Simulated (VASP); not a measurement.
Wanted: the native input for a VASP 6.6.1 run.

* Task: single point
* Functional: LDA
* Potentials or basis: VASP PAW LDA potentials, release 64 (Mo_sv, Pb_d, O)
* Cutoff: 520 eV
* k mesh: 1 × 2 × 2
* Occupations: fermi-dirac, width 0.05 eV
* Spin: no spin polarisation
* Dipole correction: no
* Further INCAR settings: ALGO = Normal; EDIFF = 1e-06; NBANDS = 57

The structure of MoPbO3 lies in POSCAR:

```
MoPbO3
1.0
    8.2150920000      0.0000000000      0.0000000000
    0.0000000000      4.1075460000      0.0000000000
    0.0000000000      0.0000000000      4.1075460000
Mo Pb O
2 2 6
Direct
    0.2547418824      0.4848291413      0.5193512136
    0.7530515787      0.4840590951      0.4965580422
    0.0000697497     -0.0002276298     -0.0063054680
    0.4968391103      0.0144412260      0.0052403552
    0.2534798150      0.4777667736      0.0046178424
    0.2563275007     -0.0166413231      0.5226777740
    0.0037799942      0.5071709483      0.4316358234
    0.7517747823      0.4851707078      0.0028756830
    0.7459289561     -0.0142863890      0.4963708258
    0.5050468090      0.4615259330      0.5633105509
```

One way to write it, as run:

INCAR

```
  ALGO = Normal
  EDIFF = 1E-6
  ENCUT = 520
  GGA = CA
  GGA_COMPAT = F
  ISIF = 2
  ISMEAR = -1
  LASPH = T
  LCHARG = T
  LELF = T
  LREAL = F
  LVHAR = T
  LWAVE = F
  NBANDS = 57
  NELM = 120
  PREC = Accurate
  SIGMA = 0.05
```

KPOINTS

```
k-points
0
Gamma
  1 2 2
```

Potentials or basis: VASP PAW LDA potentials, release 64 (Mo_sv, Pb_d, O).

Launch:

```sh
$ cat potpaw_LDA.64/Mo_sv/POTCAR potpaw_LDA.64/Pb_d/POTCAR potpaw_LDA.64/O/POTCAR > POTCAR
$ mpirun -np 1 vasp_std > vasp.out
```

Results of the run:

```json
{
  "Pressure": "-21.4 GPa",
  "Largest force": "0.674 eV/Å",
  "Band gap on the k mesh": "zero (bands 46 and 47 overlap by 2.19 eV)"
}
```

Caveat: the k points lie up to 0.76 Å⁻¹ apart, too coarse for converged energies and pressures of a metal; spin-orbit coupling is left out, which moves the levels of the heavy elements.

It took 80 s on 1 thread of AMD EPYC 7R43 64-Core Processor (Zen 3), with other jobs on the host, peak memory 0.17 GiB.
